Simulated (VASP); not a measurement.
A run of VASP 6.6.1 is set up as follows.

INCAR

```
PREC = Accurate
ENCUT = 600
EDIFF = 1E-7
ISMEAR = 0
SIGMA = 0.1
LREAL = F
LASPH = T
NELM = 100
ALGO = Normal
ISIF = 3
LWAVE = F
LCHARG = F
GGA = PE
IBRION = 2
NSW = 100
EDIFFG = -0.01
```

File KPOINTS:

```
Automatic mesh
0
Gamma
  10 10 10
```

Contents of POSCAR:

```
TiSi2
1.0
    0.0000000000      3.4585518295      3.4585518295
    3.4585518295      0.0000000000      3.4585518295
    3.4585518295      3.4585518295      0.0000000000
Ti Si
2 4
Direct
    0.5000000000      0.5000000000      0.5000000000
    0.7500000000      0.7500000000      0.7500000000
    0.1250000000      0.1250000000      0.1250000000
    0.6250000000      0.1250000000      0.1250000000
    0.1250000000      0.1250000000      0.6250000000
    0.1250000000      0.6250000000      0.1250000000
```

Potentials or basis: VASP PAW PBE potentials, release 64 (Ti_sv, Si).

Command:

```bash
$ cat potpaw_PBE.64/Ti_sv/POTCAR potpaw_PBE.64/Si/POTCAR > POTCAR
$ mpirun -np 1 vasp_std > vasp.out
```

Question: Predict the space group after relaxing (to 0.1 Å).

Answer: Fd-3m (No. 227).

Question: What does it give for the relaxed cell?

Answer: a = 4.895 Å, b = 4.895 Å, c = 4.895 Å, α = 60.00°, β = 60.00°, γ = 60.00°.

Question: Predict the band gap on the k mesh.

Answer: Zero (bands 20 and 21 overlap by 1.38 eV).

Question: What does it give for the relaxed volume?

Answer: 13.82 Å³/atom.

Final structure:
```cif
data_structure
_symmetry_space_group_name_H-M 'P 1'
_symmetry_Int_Tables_number 1
_cell_length_a 4.8953
_cell_length_b 4.8953
_cell_length_c 4.8953
_cell_angle_alpha 60.000
_cell_angle_beta 60.000
_cell_angle_gamma 60.000
_cell_volume 82.95
loop_
_atom_site_label
_atom_site_type_symbol
_atom_site_fract_x
_atom_site_fract_y
_atom_site_fract_z
_atom_site_occupancy
Ti1 Ti 0.50000 0.50000 0.50000 1
Ti2 Ti 0.75000 0.75000 0.75000 1
Si1 Si 0.12500 0.12500 0.12500 1
Si2 Si 0.62500 0.12500 0.12500 1
Si3 Si 0.12500 0.12500 0.62500 1
Si4 Si 0.12500 0.62500 0.12500 1
```
